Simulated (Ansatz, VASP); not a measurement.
## AlGa3Sb4 in VASP and in Ansatz

```
Al Ga Sb
1.0
     0.00000   -3.05300   -3.05300
     3.05300    6.10600   -3.05300
     6.10600   -3.05300    3.05300
Al Ga Sb
1 3 4
Direct
  0.75000 0.50000 0.25000
  0.50000 0.00000 0.50000
  0.25000 0.50000 0.75000
  0.00000 0.00000 0.00000
  0.81250 0.62500 0.93750
  0.56250 0.12500 0.18750
  0.31250 0.62500 0.43750
  0.06250 0.12500 0.68750
```

Alike in both runs: task single point; functional r2SCAN; k mesh 4 × 4 × 4; occupations gaussian, width 0.1 eV; no spin polarisation.

```csv
,VASP,Ansatz
version,VASP 6.6.1,Ansatz 0.2.0
potentials or method,"VASP PAW PBE potentials, release 64 (Al, Ga_d, Sb), cutoff 520 eV","scalar-relativistic, plane waves, PAW"
valence electrons in the cell,62,102
```

VASP gave:

| Quantity | Value |
| --- | --- |
| gap on the k mesh at the Fermi level (eV) | 0.68 |
| least direct gap on the mesh (eV) | 0.68 |
| pressure (GPa) | 1.2 |
| traceless stress, the component that is largest in VASP (GPa) | -0.31 |
| rms of the force components (eV/Å) | 0.038 |

Problem. Which values does Ansatz return?

Solution. gap on the k mesh at the Fermi level (eV): 0.70; least direct gap on the mesh (eV): 0.70; pressure (GPa): 1.1; traceless stress, the component that is largest in VASP (GPa): -0.29; rms of the force components (eV/Å): 0.035.

VASP's potentials were made for PBE, not for r2SCAN. Atom by atom the forces differ by 0.005 eV/Å (rms over components). The functional is the same, so the differences come from potentials, cutoffs and numerics. VASP's potentials hold 62 valence electrons a cell and Ansatz's 102, so a difference there can come from the potentials and not from the codes.

Spin-orbit coupling is off throughout.
